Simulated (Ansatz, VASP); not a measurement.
**One calculation of GaN, two programs**

INCAR

```
SYSTEM = GaN
  PREC = Accurate
  ENCUT = 520
  EDIFF = 1E-6
  ISMEAR = 0
  SIGMA = 0.01
  LREAL = .False.
  LASPH = .True.
  NELM = 100
  ALGO = Normal
  ISIF = 2
  LWAVE = .False.
  LCHARG = .False.
  GGA = PE
  NBANDS = 16
```

Contents of KPOINTS:

```
Automatic mesh
0
Gamma
  10 10 10
  0 0 0
```

The input POSCAR:

```
GaN
1.0
    0.0000000000      2.2489526376      2.2489526376
    2.2489526376      0.0000000000      2.2489526376
    2.2489526376      2.2489526376      0.0000000000
Ga N
1 1
Direct
    0.0000000000      0.0000000000      0.0000000000
    0.7500000000      0.7500000000      0.7500000000
```

Input for Ansatz:

```yaml
crystal:
  lattice:
    - [0.0, 2.2489526376, 2.2489526376]
    - [2.2489526376, 0.0, 2.2489526376]
    - [2.2489526376, 2.2489526376, 0.0]
  atoms:
    - { symbol: Ga, position: [0.0, 0.0, 0.0] }
    - { symbol: "N", position: [0.75, 0.75, 0.75] }
kpoints:
  mp_grid: { grid: [10, 10, 10] }
  band_path:
    path:
      - [0.0, 0.0, 0.0]
      - [-0.5, -0.5, 0.0]
      - [-0.375, -0.375, 0.25]
      - [-0.375, 0.0, 0.375]
      - [0.0, 0.0, 0.5]
      - [-0.5, -0.25, 0.25]
    npoints: 1
hamiltonian:
  xc: pbe
scf:
  occupations: { method: fixed }
  n_extra_bands: 4
output:
  forces: true
  stress: true
  eigenvalues: true
```

Alike in both runs: task single point; functional PBE; k mesh 10 × 10 × 10; no spin polarisation.

```csv
,VASP,Ansatz
version,VASP 6.6.1,Ansatz 0.2.0
potentials or method,"VASP PAW PBE potentials, release 64 (Ga_d, N)","plane waves, PAW"
plane-wave cutoff (eV),520,420
occupations,"gaussian, width 0.01 eV",fixed
valence electrons in the cell,18,18
```

```csv
,VASP,Ansatz,Ansatz less VASP
gap on the k mesh at the Fermi level (eV),1.76,1.76,-0.008
pressure (GPa),6.3,6.2,-0.06
```
